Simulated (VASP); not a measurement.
# Pt (Pm-3m) in VASP: a series of runs

Runs on Pt. Level: LDA. Tasks: single point.

Program: VASP 6.6.1. These are calculated values, not measurements. Logs are shortened: lines on timing, memory, paths and dates and some standing lists are left out, and cuts for length are marked.

### Step 1. The cell of the first run

Symmetry: Pm-3m, No. 221, cubic system. Conventional cell: a = 2.570 Å, b = 2.570 Å, c = 2.570 Å, α = 90.00°, β = 90.00°, γ = 90.00°. Within 3.4 Å of Pt (site symmetry m-3m) lie 6 Pt at 2.57 Å.

This isn't the form of Pt at room conditions, which is fcc.

### Step 2. Single point, LDA (16.98 Å³/atom)

The input, INCAR:

```
PREC = Accurate
ENCUT = 520
EDIFF = 1E-7
ISMEAR = -1
SIGMA = 0.1
LREAL = F
LASPH = T
NELM = 60
ALGO = Normal
ISIF = 2
LWAVE = F
LCHARG = F
GGA = CA
NBANDS = 11
```

The input, KPOINTS:

```
Automatic mesh
0
Gamma
  14 14 14
```

The input, POSCAR:

```
Pt
1.0
    2.5702419731      0.0000000000      0.0000000000
    0.0000000000      2.5702419731      0.0000000000
    0.0000000000      0.0000000000      2.5702419731
Pt
1
Direct
    0.0000000000      0.0000000000      0.0000000000
```

Potentials or basis: VASP PAW LDA potentials, release 64 (Pt).

On the command line:

```sh
cat potpaw_LDA.64/Pt/POTCAR > POTCAR
mpirun -np 1 vasp_std > vasp.out
```

OUTCAR:

```text
PREC = Accurate
   ENCUT = 520
   EDIFF = 1E-7
   ISMEAR = -1
   LREAL = F
   LASPH = T
   NELM = 60
   ISIF = 2
   GGA = CA

 ion  position               nearest neighbor table
   1  0.000  0.000  0.000-

  LATTYP: Found a simple cubic cell.
 ALAT       =     2.5702419731

  Lattice vectors:

 A1 = (   2.5702419731,   0.0000000000,   0.0000000000)
 A2 = (   0.0000000000,   2.5702419731,   0.0000000000)
 A3 = (   0.0000000000,   0.0000000000,   2.5702419731)

Analysis of symmetry for initial positions (statically):
=====================================================================
 Subroutine PRICEL returns:
 Original cell was already a primitive cell.

 Routine SETGRP: Setting up the symmetry group for a
 simple cubic supercell.

 Subroutine GETGRP returns: Found 48 space group operations
 (whereof 48 operations were pure point group operations)
 out of a pool of 48 trial point group operations.

The static configuration has the point symmetry O_h .

Analysis of symmetry for dynamics (positions and initial velocities):
=====================================================================
 Subroutine PRICEL returns:
 Original cell was already a primitive cell.

 Routine SETGRP: Setting up the symmetry group for a
 simple cubic supercell.

 Subroutine GETGRP returns: Found 48 space group operations
 (whereof 48 operations were pure point group operations)
 out of a pool of 48 trial point group operations.

The dynamic configuration has the point symmetry O_h .

 Subroutine INISYM returns: Found 48 space group operations
 (whereof 48 operations are pure point group operations),
 and found     1 'primitive' translations

----------------------------------------------------------------------------------------

                                     Primitive cell

  volume of cell :      16.9794

  direct lattice vectors                    reciprocal lattice vectors
     2.570241973  0.000000000  0.000000000     0.389068426  0.000000000  0.000000000
     0.000000000  2.570241973  0.000000000     0.000000000  0.389068426  0.000000000
     0.000000000  0.000000000  2.570241973     0.000000000  0.000000000  0.389068426

  length of vectors
     2.570241973  2.570241973  2.570241973     0.389068426  0.389068426  0.389068426

  position of ions in fractional coordinates (direct lattice)
     0.000000000  0.000000000  0.000000000

  ion indices of the primitive-cell ions
   primitive index   ion index
                 1           1

----------------------------------------------------------------------------------------

 KPOINTS: Automatic mesh

Automatic generation of k-mesh.
 Grid dimensions read from file:
 generate k-points for:   14   14   14

 Generating k-lattice:

  Cartesian coordinates                     Fractional coordinates (reciprocal lattice)
     0.027790602  0.000000000  0.000000000     0.071428571  0.000000000  0.000000000
     0.000000000  0.027790602  0.000000000     0.000000000  0.071428571  0.000000000
     0.000000000  0.000000000  0.027790602     0.000000000  0.000000000  0.071428571

  Length of vectors
     0.027790602  0.027790602  0.027790602

  Shift w.r.t. Gamma in fractional coordinates (k-lattice)
     0.000000000  0.000000000  0.000000000

 Subroutine IBZKPT returns following result:
 ===========================================

 Found    120 irreducible k-points:

 Following reciprocal coordinates:
            Coordinates               Weight
  0.000000  0.000000  0.000000      1.000000
  0.071429  0.000000  0.000000      6.000000
  0.142857  0.000000  0.000000      6.000000
  0.214286  0.000000  0.000000      6.000000
  0.285714  0.000000  0.000000      6.000000
  0.357143  0.000000  0.000000      6.000000
[... 16 lines left out ...]
  0.285714  0.214286  0.000000     24.000000
  0.357143  0.214286  0.000000     24.000000
 [... further k-points ...]
   k-points           NKPTS =    120   k-points in BZ     NKDIM =    120   number of bands    NBANDS=     11
   number of dos      NEDOS =    301   number of ions     NIONS =      1
   total plane-waves  NPLWV =   8000
   dimension x,y,z NGX =    20 NGY =   20 NGZ =   20
   dimension x,y,z NGXF=    40 NGYF=   40 NGZF=   40
   ions per type =               1
   NGX,Y,Z   is equivalent  to a cutoff of  12.94, 12.94, 12.94 a.u.
   NGXF,Y,Z  is equivalent  to a cutoff of  25.87, 25.87, 25.87 a.u.
 SYSTEM =  unknown system
   PREC   = accura    normal or accurate (medium, high low for compatibility)
   ISTART =      0    job   : 0-new  1-cont  2-samecut
   ICHARG =      2    charge: 1-file 2-atom 10-const
   ISPIN  =      1    spin polarized calculation?
   LNONCOLLINEAR =      F non collinear calculations
   LSORBIT =      F    spin-orbit coupling
   LASPH  =      T    aspherical Exc in radial PAW
   ENCUT  =  520.0 eV  38.22 Ry    6.18 a.u.   4.78  4.78  4.78*2*pi/ulx,y,z
   NELM   =     60;   NELMIN=  2; NELMDL= -5     # of ELM steps
   EDIFF  = 0.1E-06   stopping-criterion for ELM
   LREAL  =      F    real-space projection
   EDIFFG = 0.1E-05   stopping-criterion for IOM
   NSW    =      0    number of steps for IOM
   IBRION =     -1    ionic relax: 0-MD 1-quasi-New 2-CG
   NFREE  =      0    steps in history (QN), initial steepest desc. (CG)
   ISIF   =      2    stress and relaxation
   ISYM   =      2    0-nonsym 1-usesym 2-fastsym
   POTIM  = 0.5000    time-step for ionic-motion
   TEBEG  =    0.0;   TEEND  =   0.0 temperature during run
   PSTRESS=    0.0 pullay stress
   NELECT =      10.0000    total number of electrons
   NUPDOWN=      -1.0000    fix difference up-down
   EMIN   =  10.00;   EMAX   =-10.00  energy-range for DOS
   EFERMI =   0.00;   METHOD = LEGACY
   ISMEAR =    -1;   SIGMA  =   0.10  broadening in eV -4-tet -1-fermi 0-gaus
   EFERMI_NEDOS =   21; number of points for ismear=-14 and -15
   IALGO  =     38    algorithm
   IMIX   =      4    mixing-type and parameters
     AMIX     =   0.40;   BMIX     =  1.00
     AMIX_MAG =   1.60;   BMIX_MAG =  1.00
  volume/ion in A,a.u.               =      16.98       114.58
  Fermi-wavevector in a.u.,A,eV,Ry     =   1.372253  2.593182 25.620831  1.883078
  Thomas-Fermi vector in A             =   2.497877
   LORBIT       =      0    0 simple, 1 ext, 2 COOP (PROOUT), +10 PAW based schemes
   GGA     = CA    functional components
   LHFCALC =     F    Hartree Fock is set to
   AEXX    =    0.0000 exact exchange contribution
   IVDW    =     0    specifies the selected vdW correction
   LEPSILON=     F    determine dielectric tensor
   LRPA    =     F    only Hartree local field effects (RPA)
 non-spin polarized calculation
  energy-cutoff  :      520.00
  volume of cell :       16.98
 maximum number of plane-waves:       480
 NGX is ok and might be reduce to    20
   NGX =  9   NGY =  9   NGZ =  9

 number of electron      10.0000000 magnetization

 number of electron       9.9999998 magnetization

 Free energy of the ion-electron system (eV)
  ---------------------------------------------------
  ext. energy  EPLUGINS =         0.00000000
  ---------------------------------------------------
  free energy    TOTEN  =        -6.97497877 eV

  energy without entropy =       -6.92975890  energy(sigma->0) =       -6.95236884

 E-fermi :   9.0364     XC(G=0): -12.8672

 val. band max:        9.0174365668   @ k =   0.5000   0.1429   0.0714
 cond. band min:       9.0381892410   @ k =   0.5000   0.3571   0.1429
 fundamental gap:      0.0207526742
 Fermi energy:         9.0364394026

 k-point     1 :       0.0000    0.0000    0.0000
  band No.  band energies     occupation
      1       0.0501      2.00000
      2       2.8356      2.00000
      3       2.8356      2.00000
      4       9.4055      0.04870
      5       9.4055      0.04870
      6       9.4055      0.04870
      7      24.4881      0.00000
      8      24.4881      0.00000
      9      24.4881      0.00000
     10      30.6071      0.00000
     11      33.3693      0.00000

 k-point     2 :       0.0714    0.0000    0.0000
  band No.  band energies     occupation
      1       0.2026      2.00000
      2       2.8647      2.00000
      3       2.9767      2.00000
      4       9.2584      0.19607
      5       9.2584      0.19607
      6       9.4169      0.04357
      7      23.4801      0.00000
      8      24.7652      0.00000
      9      24.7652      0.00000
     10      31.2483      0.00000
     11      32.2953      0.00000

 k-point     3 :       0.1429    0.0000    0.0000
  band No.  band energies     occupation
      1       0.6192      2.00000
      2       2.9475      2.00000
      3       3.4160      2.00000
      4       8.8678      1.68759
      5       8.8678      1.68758
      6       9.4490      0.03180
      7      21.4805      0.00000
      8      25.5331      0.00000
      9      25.5331      0.00000
     10      30.5190      0.00000
     11      31.7974      0.00000

 k-point     4 :       0.2143    0.0000    0.0000
  band No.  band energies     occupation
      1       1.1888      2.00000
      2       3.0698      2.00000
      3       4.1867      2.00000
      4       8.3504      1.99791
      5       8.3504      1.99791
      6       9.4957      0.02005
      7      19.3644      0.00000
      8      26.6392      0.00000
      9      26.6392      0.00000
     10      28.8394      0.00000
     11      31.7884      0.00000

 k-point     5 :       0.2857    0.0000    0.0000
  band No.  band energies     occupation
      1       1.7787      2.00000
      2       3.2098      2.00000
      3       5.2793      2.00000
      4       7.8280      1.99999
      5       7.8280      1.99999
      6       9.5480      0.01194
      7      17.3950      0.00000
      8      27.4308      0.00000
      9      27.9052      0.00000
     10      27.9052      0.00000
     11      31.2796      0.00000
[... 211 lines left out ...]
 k-point    21 :       0.5000    0.1429    0.0000
  band No.  band energies     occupation
      1       3.2062      2.00000
      2       4.1660      2.00000
      3       5.3926      2.00000
      4       7.0945      2.00000
      5       9.1641      0.43611
      6       9.9492      0.00022
      7      13.8803      0.00000
      8      25.8509      0.00000
      9      27.6710      0.00000
     10      28.2705      0.00000
     11      32.0728      0.00000

 k-point    22 :       0.2143    0.2143    0.0000
  band No.  band energies     occupation
      1       2.2563      2.00000
      2       3.9820      2.00000
      3       4.7928      2.00000
      4       7.3055      2.00000
      5       8.3804      1.99717
      6       8.5869      1.97793
      7      20.8977      0.00000
      8      21.2384      0.00000
      9      28.9287      0.00000
     10      28.9412      0.00000
     11      35.3357      0.00000

 k-point    23 :       0.2857    0.2143    0.0000
  band No.  band energies     occupation
      1       2.7129      2.00000
      2       4.2533      2.00000
      3       5.4503      2.00000
      4       7.2466      2.00000
      5       7.9607      1.99996
      6       8.5765      1.98009
      7      18.8809      0.00000
      8      22.1240      0.00000
      9      28.2386      0.00000
     10      30.2841      0.00000
     11      33.4258      0.00000

 k-point    24 :       0.3571    0.2143    0.0000
  band No.  band energies     occupation
      1       3.0840      2.00000
      2       4.3975      2.00000
      3       5.5300      2.00000
      4       7.5487      2.00000
      5       8.3142      1.99854
      6       8.6356      1.96433
      7      16.8520      0.00000
      8      23.2145      0.00000
      9      27.4181      0.00000
     10      30.9969      0.00000
     11      31.6601      0.00000

 [... further k-points ...]

------------------------ aborting loop because EDIFF is reached ----------------------------------------

  FORCE on cell =-STRESS in cart. coord.  units (eV):
  Direction    XX          YY          ZZ          XY          YZ          ZX
  --------------------------------------------------------------------------------------
  -------------------------------------------------------------------------------------
  Total        0.0507566      0.0507566      0.0507566      0.0000000      0.0000000      0.0000000
  in kB        4.7893993      4.7893993      4.7893993      0.0000000      0.0000000      0.0000000
  external PRESSURE =       4.7893993 kB  Pullay stress =       0.0000000 kB

 VOLUME and BASIS-vectors are now :
 -----------------------------------------------------------------------------
  energy-cutoff  :      520.00
  volume of cell :       16.98
      direct lattice vectors                 reciprocal lattice vectors
     2.570241973  0.000000000  0.000000000     0.389068426  0.000000000  0.000000000
     0.000000000  2.570241973  0.000000000     0.000000000  0.389068426  0.000000000
     0.000000000  0.000000000  2.570241973     0.000000000  0.000000000  0.389068426

 POSITION                                       TOTAL-FORCE (eV/Angst)
 -----------------------------------------------------------------------------------
      0.00000      0.00000      0.00000         0.000000      0.000000      0.000000
 -----------------------------------------------------------------------------------
    total drift:                                0.000000      0.000000      0.000000

  FREE ENERGIE OF THE ION-ELECTRON SYSTEM (eV)
  ---------------------------------------------------
  free  energy   TOTEN  =        -6.9749787719 eV

  energy  without entropy=       -6.9297589016  energy(sigma->0) =       -6.95236884
```

It took 17 s on 1 thread of Intel Xeon 8259CL, shared host; peak memory 0.13 GiB.

Results:

* Free energy: -6.9750 eV
* Pressure: 0.5 GPa
* Band gap on the k mesh: zero (bands 5 and 6 overlap by 3.47 eV)

Caveat: spin-orbit coupling is left out, which moves the levels of the heavy elements.

### Step 3. Single point, LDA (17.66 Å³/atom)

This run uses another cell than the first one, of 17.66 Å³/atom.

INCAR: that of step 2 with these lines changed.

```diff
@@ -12,3 +12,2 @@
 LCHARG = F
-GGA = CA
 NBANDS = 11
```

KPOINTS is that of step 2.

The input, POSCAR:

```
Pt
1.0
    2.6040648251      0.0000000000      0.0000000000
    0.0000000000      2.6040648251      0.0000000000
    0.0000000000      0.0000000000      2.6040648251
Pt
1
Direct
    0.0000000000      0.0000000000      0.0000000000
```

Potentials or basis: VASP PAW LDA potentials, release 64 (Pt).

On the command line:

```sh
cat potpaw_LDA.64/Pt/POTCAR > POTCAR
mpirun -np 1 vasp_std > vasp.out
```

Wall time 18 s (1 thread of Intel Xeon 8259CL, shared host); peak memory 0.14 GiB.

The run converged. Its results:

- Free energy: -6.9593 eV
- Pressure: -7.8 GPa
- Band gap on the k mesh: zero (bands 5 and 6 overlap by 3.24 eV)

Levels at points of the mesh, in eV from the Fermi level:
```csv
k point,band 2,band 3,band 4,band 5,band 6,band 7,band 8,band 9
"(0.00, 0.00, 0.00)",-5.86,-5.86,0.33,0.33,0.33,15.24,15.24,15.24
"(0.50, 0.00, 0.00)",-5.26,-1.90,-1.90,-0.59,0.55,4.54,16.47,19.56
"(0.50, 0.50, 0.00)",-4.78,-1.49,-1.49,1.96,4.45,4.45,9.72,13.56
"(0.50, 0.50, 0.50)",-4.97,-4.97,2.11,2.11,9.90,10.07,10.07,10.07
```

Caveat: the cell stands under tension; spin-orbit coupling is left out, which moves the levels of the heavy elements.

[end of part 1 of 2]
